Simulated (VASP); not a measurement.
# Mg8HO8 (a cell with a defect) in VASP: single point with PBE

Aim: the single point of Mg8HO8 (a cell with a defect) with PBE.

Program: VASP 6.6.1. These are calculated values, not measurements. Logs are shortened: lines on timing, memory, paths and dates and some standing lists are left out, and cuts for length are marked.

## (1) The cell of the first run

The cell holds a defect, 17 atoms: a = 5.978 Å, b = 5.978 Å, c = 5.978 Å, α = 60.00°, β = 60.00°, γ = 60.00°.

## (2) Single point, PBE

INCAR

```
SYSTEM = Mg8HO8
PREC = Accurate
ENCUT = 520
EDIFF = 1E-7
ISMEAR = 0
SIGMA = 0.05
LREAL = Auto
LASPH = .True.
NELM = 60
ALGO = Normal
ISIF = 2
LWAVE = .False.
LCHARG = .False.
GGA = PE
NBANDS = 46
NELECT = 64.0
```

KPOINTS

```
regular mesh
0
Gamma
  2 2 2
  0 0 0
```

POSCAR

```
Mg8HO8
1.0
    0.0000000000      4.2270000000      4.2270000000
    4.2270000000      0.0000000000      4.2270000000
    4.2270000000      4.2270000000      0.0000000000
Mg O H
8 8 1
Direct
   -0.0088948427     -0.0007611781      0.0104626212
   -0.0089082091     -0.0007414242      0.4991428909
   -0.0031770759      0.5010926189      0.0010185711
   -0.0089186184      0.5105372605      0.4991556660
    0.4833659806     -0.0220264963      0.0193205583
    0.4911786137      0.0029600189      0.5029171990
    0.4833397208      0.5194272534      0.0194002839
    0.4833044713      0.5195443577      0.4776146203
    0.2462428436      0.2525324107      0.2487379938
    0.2463336882      0.2525631654      0.7524427490
    0.2319911285      0.7560966406      0.2558946061
    0.2463921221      0.7486074048      0.7524628578
    0.7403899929      0.2555870594      0.2519854507
    0.7408134611      0.2530441211      0.7530850485
    0.7404011119      0.7520637568      0.2519797729
    0.7404170807      0.7520560681      0.7555027206
    0.5394273717      0.3205787793     -0.1802487580
```

Potentials or basis: VASP PAW PBE potentials, release 64 (Mg, O, H).

Launch:

```
$ cat potpaw_PBE.64/Mg/POTCAR potpaw_PBE.64/O/POTCAR potpaw_PBE.64/H/POTCAR > POTCAR
$ mpirun -np 1 vasp_std > vasp.out
```

OUTCAR:

```text
SYSTEM = Mg8HO8
   PREC = Accurate
   ENCUT = 520
   EDIFF = 1E-7
   ISMEAR = 0
   LREAL = Auto
   LASPH = .True.
   NELM = 60
   ISIF = 2
   GGA = PE
   NELECT = 64.0

 ion  position               nearest neighbor table
   1  0.991  0.999  0.010-  11 2.06  13 2.10  15 2.11  14 2.15  10 2.15  12 2.15   7 2.91   5 2.91
                             2 2.92   4 2.92   6 2.97   3 2.99   3 2.99   6 3.01   4 3.06   2 3.06
   2  0.991  0.999  0.499-  11 2.06  13 2.10  16 2.11  14 2.15   9 2.15  12 2.15   8 2.91   5 2.91
                             1 2.92   4 2.92   6 2.97   3 2.99   3 2.99   6 3.01   4 3.06   1 3.06
   3  0.997  0.501  0.001-  12 2.10  10 2.10   9 2.10  16 2.12  15 2.12  13 2.12   8 2.96   7 2.96
                             5 2.96   2 2.99   4 2.99   1 2.99   1 2.99   4 2.99   2 2.99   5 3.02
   4  0.991  0.511  0.499-  11 2.06  15 2.10  16 2.10  14 2.15   9 2.15  10 2.15   8 2.91   7 2.91
                             1 2.92   2 2.92   6 2.97   3 2.99   3 2.99   6 3.01   2 3.06   1 3.06
   5  0.483  0.978  0.019-  17 1.89  11 2.00  15 2.07  16 2.07  10 2.14   9 2.14  14 2.25   8 2.74
                             7 2.74   2 2.91   1 2.91   3 2.96   6 2.99   6 2.99   3 3.02   1 3.07
   6  0.491  0.003  0.503-   9 2.11  10 2.11  12 2.11  16 2.12  15 2.12  13 2.12   4 2.97   2 2.97
                             1 2.97   5 2.99   7 2.99   5 2.99   8 2.99   7 2.99   8 2.99   1 3.01
   7  0.483  0.519  0.019-  17 1.89  11 2.00  13 2.07  16 2.07  12 2.14   9 2.14  14 2.25   8 2.74
                             5 2.74   4 2.91   1 2.91   3 2.96   6 2.99   6 2.99   3 3.02   1 3.07
   8  0.483  0.520  0.478-  17 1.89  11 2.00  13 2.07  15 2.07  12 2.14  10 2.14  14 2.25   7 2.74
                             5 2.74   4 2.91   2 2.91   3 2.96   6 2.99   6 2.99   3 3.02   2 3.07
   9  0.246  0.253  0.249-   3 2.10   6 2.11   5 2.14   7 2.14   4 2.15   2 2.15
  10  0.246  0.253  0.752-   3 2.10   6 2.11   5 2.14   8 2.14   4 2.15   1 2.15
  11  0.232  0.756  0.256-   8 2.00   7 2.00   5 2.00   1 2.06   2 2.06   4 2.06
  12  0.246  0.749  0.752-   3 2.10   6 2.11   7 2.14   8 2.14   2 2.15   1 2.15
  13  0.740  0.256  0.252-   8 2.07   7 2.07   2 2.10   1 2.10   6 2.12   3 2.12
  14  0.741  0.253  0.753-  17 0.98   1 2.15   2 2.15   4 2.15   5 2.25   7 2.25   8 2.25
  15  0.740  0.752  0.252-   8 2.07   5 2.07   4 2.10   1 2.11   6 2.12   3 2.12
  16  0.740  0.752  0.756-   7 2.07   5 2.07   4 2.10   2 2.11   6 2.12   3 2.12
  17  0.539  0.321  0.820-  14 0.98   8 1.89   7 1.89   5 1.89

  LATTYP: Found a face centered cubic cell.
 ALAT       =     8.4540000000

  Lattice vectors:

 A1 = (   0.0000000000,   4.2270000000,   4.2270000000)
 A2 = (   4.2270000000,   0.0000000000,   4.2270000000)
 A3 = (   4.2270000000,   4.2270000000,   0.0000000000)

Analysis of symmetry for initial positions (statically):
=====================================================================
 Subroutine PRICEL returns:
 Original cell was already a primitive cell.

 Routine SETGRP: Setting up the symmetry group for a
 face centered cubic supercell.

 Subroutine GETGRP returns: Found  1 space group operations
 (whereof  1 operations were pure point group operations)
 out of a pool of 48 trial point group operations.

The static configuration has the point symmetry C_1 .

Analysis of symmetry for dynamics (positions and initial velocities):
=====================================================================
 Subroutine PRICEL returns:
 Original cell was already a primitive cell.

 Routine SETGRP: Setting up the symmetry group for a
 face centered cubic supercell.

 Subroutine GETGRP returns: Found  1 space group operations
 (whereof  1 operations were pure point group operations)
 out of a pool of 48 trial point group operations.

The dynamic configuration has the point symmetry C_1 .

 Subroutine INISYM returns: Found  1 space group operations
 (whereof  1 operations are pure point group operations),
 and found     1 'primitive' translations

----------------------------------------------------------------------------------------

                                     Primitive cell

  volume of cell :     151.0521

  direct lattice vectors                    reciprocal lattice vectors
     0.000000000  4.227000000  4.227000000    -0.118287201  0.118287201  0.118287201
     4.227000000  0.000000000  4.227000000     0.118287201 -0.118287201  0.118287201
     4.227000000  4.227000000  0.000000000     0.118287201  0.118287201 -0.118287201

  length of vectors
     5.977880728  5.977880728  5.977880728     0.204879443  0.204879443  0.204879443

  position of ions in fractional coordinates (direct lattice)
     0.991105157  0.999238822  0.010462621
     0.991091791  0.999258576  0.499142891
     0.996822924  0.501092619  0.001018571
     0.991081382  0.510537261  0.499155666
     0.483365981  0.977973504  0.019320558
     0.491178614  0.002960019  0.502917199
[... 9 lines left out ...]
     0.740417081  0.752056068  0.755502721
     0.539427372  0.320578779  0.819751242

  ion indices of the primitive-cell ions
   primitive index   ion index
                 1           1
                 2           2
                 3           3
                 4           4
                 5           5
                 6           6
[... 9 lines left out ...]
                16          16
                17          17

----------------------------------------------------------------------------------------

 KPOINTS: regular mesh

Automatic generation of k-mesh.
 Grid dimensions read from file:
 generate k-points for:    2    2    2

 Generating k-lattice:

  Cartesian coordinates                     Fractional coordinates (reciprocal lattice)
    -0.059143601  0.059143601  0.059143601     0.500000000  0.000000000  0.000000000
     0.059143601 -0.059143601  0.059143601     0.000000000  0.500000000  0.000000000
     0.059143601  0.059143601 -0.059143601     0.000000000  0.000000000  0.500000000

  Length of vectors
     0.102439721  0.102439721  0.102439721

  Shift w.r.t. Gamma in fractional coordinates (k-lattice)
     0.000000000  0.000000000  0.000000000

 Subroutine IBZKPT returns following result:
 ===========================================

 Found      8 irreducible k-points:

 Following reciprocal coordinates:
            Coordinates               Weight
  0.000000  0.000000  0.000000      1.000000
  0.500000  0.000000  0.000000      1.000000
  0.000000  0.500000  0.000000      1.000000
  0.000000  0.000000  0.500000      1.000000
  0.500000  0.500000  0.500000      1.000000
  0.500000  0.500000  0.000000      1.000000
  0.000000  0.500000  0.500000      1.000000
  0.500000  0.000000  0.500000      1.000000
   k-points           NKPTS =      8   k-points in BZ     NKDIM =      8   number of bands    NBANDS=     46
   number of dos      NEDOS =    301   number of ions     NIONS =     17
   total plane-waves  NPLWV = 110592
   dimension x,y,z NGX =    48 NGY =   48 NGZ =   48
   dimension x,y,z NGXF=    96 NGYF=   96 NGZF=   96
   ions per type =               8   8   1
   NGX,Y,Z   is equivalent  to a cutoff of  13.35, 13.35, 13.35 a.u.
   NGXF,Y,Z  is equivalent  to a cutoff of  26.70, 26.70, 26.70 a.u.
 SYSTEM =  Mg8HO8
   PREC   = accura    normal or accurate (medium, high low for compatibility)
   ISTART =      0    job   : 0-new  1-cont  2-samecut
   ICHARG =      2    charge: 1-file 2-atom 10-const
   ISPIN  =      1    spin polarized calculation?
   LNONCOLLINEAR =      F non collinear calculations
   LSORBIT =      F    spin-orbit coupling
   LASPH  =      T    aspherical Exc in radial PAW
   ENCUT  =  520.0 eV  38.22 Ry    6.18 a.u.  11.11 11.11 11.11*2*pi/ulx,y,z
   NELM   =     60;   NELMIN=  2; NELMDL= -5     # of ELM steps
   EDIFF  = 0.1E-06   stopping-criterion for ELM
   LREAL  =      T    real-space projection
   EDIFFG = 0.1E-05   stopping-criterion for IOM
   NSW    =      0    number of steps for IOM
   IBRION =     -1    ionic relax: 0-MD 1-quasi-New 2-CG
   NFREE  =      0    steps in history (QN), initial steepest desc. (CG)
   ISIF   =      2    stress and relaxation
   ISYM   =      2    0-nonsym 1-usesym 2-fastsym
   POTIM  = 0.5000    time-step for ionic-motion
   TEBEG  =    0.0;   TEEND  =   0.0 temperature during run
   PSTRESS=    0.0 pullay stress
   NELECT =      64.0000    total number of electrons
   NUPDOWN=      -1.0000    fix difference up-down
   EMIN   =  10.00;   EMAX   =-10.00  energy-range for DOS
   EFERMI =   0.00;   METHOD = LEGACY
   ISMEAR =     0;   SIGMA  =   0.05  broadening in eV -4-tet -1-fermi 0-gaus
   EFERMI_NEDOS =   21; number of points for ismear=-14 and -15
   IALGO  =     38    algorithm
   IMIX   =      4    mixing-type and parameters
     AMIX     =   0.40;   BMIX     =  1.00
     AMIX_MAG =   1.60;   BMIX_MAG =  1.00
  volume/ion in A,a.u.               =       8.89        59.96
  Fermi-wavevector in a.u.,A,eV,Ry     =   1.229587  2.323582 20.570431  1.511884
  Thomas-Fermi vector in A             =   2.364468
   LORBIT       =      0    0 simple, 1 ext, 2 COOP (PROOUT), +10 PAW based schemes
   GGA     = PE    functional components
   LHFCALC =     F    Hartree Fock is set to
   AEXX    =    0.0000 exact exchange contribution
   IVDW    =     0    specifies the selected vdW correction
   LEPSILON=     F    determine dielectric tensor
   LRPA    =     F    only Hartree local field effects (RPA)
 non-spin polarized calculation
 Gauss-broadening in eV      SIGMA  =   0.05
  energy-cutoff  :      520.00
  volume of cell :      151.05
 maximum number of plane-waves:      4092
 NGX is ok and might be reduce to    48
   NGX = 23   NGY = 23   NGZ = 23

 number of electron      63.9999998 magnetization

 Free energy of the ion-electron system (eV)
  ---------------------------------------------------
  ext. energy  EPLUGINS =         0.00000000
  ---------------------------------------------------
  free energy    TOTEN  =      -102.13561567 eV

  energy without entropy =     -102.13561567  energy(sigma->0) =     -102.13561567

 E-fermi :   3.5550     XC(G=0): -11.0013

 val. band max:        3.2445219476   @ k =   0.0000   0.0000   0.0000
 cond. band min:       7.3823153367   @ k =   0.0000   0.0000   0.0000
 fundamental gap:      4.1377933891
 Fermi energy:         3.5550134412

 k-point     1 :       0.0000    0.0000    0.0000
  band No.  band energies     occupation
      1     -16.6467      2.00000
      2     -13.7683      2.00000
      3     -12.8820      2.00000
      4     -12.5160      2.00000
      5     -12.5081      2.00000
      6     -12.5073      2.00000
[... 36 lines left out ...]
     43      13.2884      0.00000
     44      14.7863      0.00000

 k-point     2 :       0.5000    0.0000    0.0000
  band No.  band energies     occupation
      1     -16.6224      2.00000
      2     -13.5504      2.00000
      3     -12.9916      2.00000
      4     -12.7809      2.00000
      5     -12.4143      2.00000
      6     -12.4134      2.00000
[... 36 lines left out ...]
     43      14.3955      0.00000
     44      14.6399      0.00000

 k-point     3 :       0.0000    0.5000    0.0000
  band No.  band energies     occupation
      1     -16.6259      2.00000
      2     -13.5564      2.00000
      3     -12.9496      2.00000
      4     -12.7910      2.00000
      5     -12.4170      2.00000
      6     -12.4150      2.00000
[... 224 lines left out ...]
     43      14.6322      0.00000
     44      14.7153      0.00000

 k-point     8 :       0.5000    0.0000    0.5000
  band No.  band energies     occupation
      1     -16.6191      2.00000
      2     -13.4492      2.00000
      3     -13.0349      2.00000
      4     -12.5924      2.00000
      5     -12.5833      2.00000
      6     -12.5798      2.00000
[... 36 lines left out ...]
     43      14.6327      0.00000
     44      14.7118      0.00000
 [bands above 44 left out]

------------------------ aborting loop because EDIFF is reached ----------------------------------------

  FORCE on cell =-STRESS in cart. coord.  units (eV):
  Direction    XX          YY          ZZ          XY          YZ          ZX
  --------------------------------------------------------------------------------------
  -------------------------------------------------------------------------------------
  Total       -1.4289661     -1.4113262     -1.4414349      1.9033000     -1.8929801      1.8790821
  in kB      -15.1567391    -14.9696364    -15.2889931     20.1878976    -20.0784362     19.9310235
  external PRESSURE =     -15.1384562 kB  Pullay stress =       0.0000000 kB

 VOLUME and BASIS-vectors are now :
 -----------------------------------------------------------------------------
  energy-cutoff  :      520.00
  volume of cell :      151.05
      direct lattice vectors                 reciprocal lattice vectors
     0.000000000  4.227000000  4.227000000    -0.118287201  0.118287201  0.118287201
     4.227000000  0.000000000  4.227000000     0.118287201 -0.118287201  0.118287201
     4.227000000  4.227000000  0.000000000     0.118287201  0.118287201 -0.118287201

 POSITION                                       TOTAL-FORCE (eV/Angst)
 -----------------------------------------------------------------------------------
      4.26801      4.23363      8.41318         0.004374     -0.000435     -0.004678
      6.33374      6.29922      8.41321         0.000455     -0.004082     -0.004793
      2.12242      4.21788      6.33169         0.005485     -0.005524     -0.005312
      4.26797      6.29923      6.34734         0.004602     -0.004087     -0.000470
      4.21556      2.12486      6.17708        -0.008108      0.007647     -0.028508
      2.13834      4.20204      2.08872        -0.001953      0.002160      0.001834
[... 9 lines left out ...]
      6.37245      6.32325      6.30868        -0.000585      0.000549      0.000983
      4.82018      5.74525      3.63525         0.059742     -0.056777     -0.061764
 -----------------------------------------------------------------------------------
    total drift:                                0.005123     -0.005729     -0.005831

  FREE ENERGIE OF THE ION-ELECTRON SYSTEM (eV)
  ---------------------------------------------------
  free  energy   TOTEN  =      -102.1356156687 eV

  energy  without entropy=     -102.1356156687  energy(sigma->0) =     -102.13561567
```

Wall time 4.4 min (1 thread of Intel Xeon 8259CL, shared host); peak memory 0.33 GiB.

What came out:

```
Free energy   : -102.1356 eV
Largest force : 0.148 eV/Å
```

Forces on the atoms (eV/Å):
```
Mg   0.004  0.000 -0.005
Mg   0.000 -0.004 -0.005
Mg   0.005 -0.006 -0.005
Mg   0.005 -0.004  0.000
Mg  -0.008  0.008 -0.029
Mg  -0.002  0.002  0.002
Mg   0.028  0.007  0.008
Mg  -0.007 -0.027  0.008
O   -0.002  0.000  0.001
O   -0.001  0.001  0.000
O    0.006 -0.006 -0.006
O    0.001  0.000  0.001
O   -0.001  0.001  0.001
O   -0.086  0.084  0.087
O   -0.001  0.001  0.001
O   -0.001  0.001  0.001
H    0.060 -0.057 -0.062
```

Levels at points of the mesh, in eV from the Fermi level:
```
           k point  band 29  band 30  band 31  band 32  band 33  band 34  band 35  band 36
(0.00, 0.00, 0.00)    -0.69    -0.36    -0.31    -0.31     3.83     6.10     7.44     7.62
(0.50, 0.00, 0.00)    -0.66    -0.66    -0.55    -0.55     6.13     6.67     7.85     9.12
(0.00, 0.50, 0.00)    -0.65    -0.61    -0.58    -0.57     5.54     6.71     8.03     9.06
(0.00, 0.00, 0.50)    -0.65    -0.61    -0.58    -0.57     5.54     6.71     8.03     9.06
(0.50, 0.50, 0.50)    -0.65    -0.61    -0.58    -0.57     5.54     6.71     8.03     9.06
(0.50, 0.50, 0.00)    -0.85    -0.82    -0.78    -0.69     6.43     7.55     8.30     8.86
(0.00, 0.50, 0.50)    -0.85    -0.82    -0.78    -0.69     6.43     7.55     8.30     8.86
(0.50, 0.00, 0.50)    -0.85    -0.82    -0.78    -0.69     6.44     7.55     8.30     8.86
```

Caveat: the k points lie up to 0.64 Å⁻¹ apart; the cell carries a net charge on a neutralising background, which shifts energy and pressure; the cell is charged against a uniform background, so pressure and absolute levels hang on convention.
